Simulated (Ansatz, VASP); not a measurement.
Two plane-wave programs on NaCl

```
CELL_PARAMETERS angstrom
0.00000 2.81000 2.81000
2.81000 0.00000 2.81000
2.81000 2.81000 0.00000
ATOMIC_POSITIONS crystal
Na 0.00000 0.00000 0.00000
Cl 0.50000 0.50000 0.50000
```

Alike in both runs: task relaxation of cell and atoms; functional PBEsol; k mesh 10 × 10 × 10; occupations fermi-dirac, width 0.08 eV; no spin polarisation.

```csv
,VASP,Ansatz
version,VASP 6.6.1,Ansatz 0.2.0
potentials or method,"VASP PAW PBE potentials, release 64 (Na_pv, Cl)","PAW with Ansatz's default frozen-core files, scalar-relativistic"
plane-wave cutoff (eV),600,420
valence electrons in the cell,14,16
```

VASP gave:

| Item | Value |
| --- | --- |
| relaxed volume (Å³/atom) | 22.01 |
| relaxed length of the cell vector where the two differ most in proportion (Å) | 3.964 |

Question: Estimate Ansatz's values.

Answer: Relaxed volume (Å³/atom): 21.97; relaxed length of the cell vector where the two differ most in proportion (Å): 3.961.

VASP's potentials were made for PBE, not for PBEsol. VASP's potentials hold 14 valence electrons a cell and Ansatz's 16, so a difference there can come from the potentials and not from the codes.
